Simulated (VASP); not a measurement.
Al3BP4:

```
B Al P
1.0
     3.50273    0.00000    0.00000
     0.00000    3.50273    4.95361
     0.00000   -3.50273    4.95361
B Al P
1 3 4
Direct
  0.00000 0.00000 0.00000
  0.50000 0.00000 0.50000
  0.50000 0.50000 0.00000
  0.00000 0.50000 0.50000
  0.50000 0.12500 0.12500
  0.00000 0.12500 0.62500
  0.00000 0.62500 0.12500
  0.50000 0.62500 0.62500
```

- Program: VASP 6.6.1
- Task: relaxation of cell and atoms
- Functional: PBE
- Potentials or basis: VASP PAW PBE potentials, release 64 (B, Al, P)
- Cutoff: 600 eV
- k mesh: 6 × 4 × 4
- Occupations: fermi-dirac, width 0.02 eV
- Spin: no spin polarisation

At the start: pressure 31.9 GPa; volume 15.19 Å³/atom.

**Question.** How do energy, volume and symmetry change on relaxing?

**Answer.** Over 23 steps the energy falls by 429.1 meV/atom and the volume is 18.48 Å³/atom (+21.6 %); space group Amm2 (No. 38, to 0.1 Å) before and after.

Step by step:
| step | energy change (eV) | largest force (eV/Å) | pressure (GPa) | volume (Å³) |
| --- | --- | --- | --- | --- |
| 1 | 0.0000 | 4.8752 | 31.93 | 121.55 |
| 2 | -1.7097 | 0.9468 | -12.69 | 182.99 |
| 3 | -3.2393 | 1.1292 | -2.32 | 152.91 |
| 4 | -3.2420 | 1.1835 | -1.77 | 151.98 |
| 5 | -3.2417 | 1.2224 | -1.37 | 151.33 |
| 6 | -3.3924 | 0.6093 | -0.28 | 148.74 |
| 7 | -3.4266 | 0.1485 | 0.71 | 146.87 |
| 8 | -3.4267 | 0.1483 | 0.66 | 146.96 |
| 9 | -3.4307 | 0.0631 | -0.38 | 148.44 |
| 10 | -3.4313 | 0.0847 | -0.11 | 148.04 |
| 11 | -3.4319 | 0.0256 | -0.03 | 147.89 |
| 12 | -3.4319 | 0.0318 | 0.01 | 147.82 |
| 13 | -3.4321 | 0.0220 | 0.01 | 147.82 |
| 14 | -3.4322 | 0.0237 | 0.00 | 147.81 |
| 15 | -3.4323 | 0.0191 | 0.00 | 147.81 |
| 16 | -3.4324 | 0.0334 | -0.01 | 147.82 |
| 17 | -3.4324 | 0.0285 | 0.00 | 147.82 |
| 18 | -3.4325 | 0.0163 | 0.00 | 147.82 |
| 19 | -3.4325 | 0.0309 | 0.00 | 147.81 |
| 20 | -3.4326 | 0.0204 | 0.00 | 147.82 |
| 21 | -3.4326 | 0.0111 | 0.00 | 147.81 |
| 22 | -3.4326 | 0.0058 | 0.00 | 147.81 |
| 23 | -3.4326 | 0.0012 | 0.00 | 147.82 |

Final structure:
```cif
data_structure
_symmetry_space_group_name_H-M 'P 1'
_symmetry_Int_Tables_number 1
_cell_length_a 3.7136
_cell_length_b 6.5051
_cell_length_c 6.5051
_cell_angle_alpha 70.159
_cell_angle_beta 90.000
_cell_angle_gamma 90.000
_cell_volume 147.82
loop_
_atom_site_label
_atom_site_type_symbol
_atom_site_fract_x
_atom_site_fract_y
_atom_site_fract_z
_atom_site_occupancy
B1 B 0.00000 0.99761 0.99761 1
Al1 Al 0.50000 0.99974 0.50142 1
Al2 Al 0.50000 0.50142 0.99974 1
Al3 Al 0.00000 0.49724 0.49724 1
P1 P 0.50000 0.10642 0.10642 1
P2 P 0.00000 0.11160 0.66208 1
P3 P 0.00000 0.66208 0.11160 1
P4 P 0.50000 0.62389 0.62389 1
```

Caveat: the volume moved by over 15 % at a fixed basis, so the end points are rough.
